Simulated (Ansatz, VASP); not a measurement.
Two plane-wave programs on LiGeN

```
Li Ge N
1.0
     3.01241    0.00000    0.00000
    -1.50620    2.60882    0.00000
     0.00000    0.00000    9.41946
Li Ge N
2 2 2
Direct
  0.66667 0.33333 0.74339
  0.33333 0.66667 0.24339
  0.00000 0.00000 0.49802
  0.00000 0.00000 0.99802
  0.33333 0.66667 0.60322
  0.66667 0.33333 0.10322
```

Alike in both runs: task single point; functional PBE; k mesh 12 × 12 × 2; no spin polarisation.

|  | VASP | Ansatz |
| --- | --- | --- |
| version | VASP 6.6.1 | Ansatz 0.2.0 |
| potentials or method | VASP PAW PBE potentials, release 64 (Li_sv, Ge_d, N), cutoff 520 eV | plane waves, PAW |
| occupations | methfessel-paxton of order 1, width 0.05 eV | cold, width 0.05 eV |
| valence electrons in the cell | 44 | 44 |

|  | VASP | Ansatz | Ansatz less VASP |
| --- | --- | --- | --- |
| rms of the force components (eV/Å) | 0.035 | 0.030 | -0.0048 |

Atom by atom the forces differ by 0.008 eV/Å (rms over components).

Noted on VASP's run: the cutoff is under 1.25 times that of the potentials, so the pressure is a little rough.
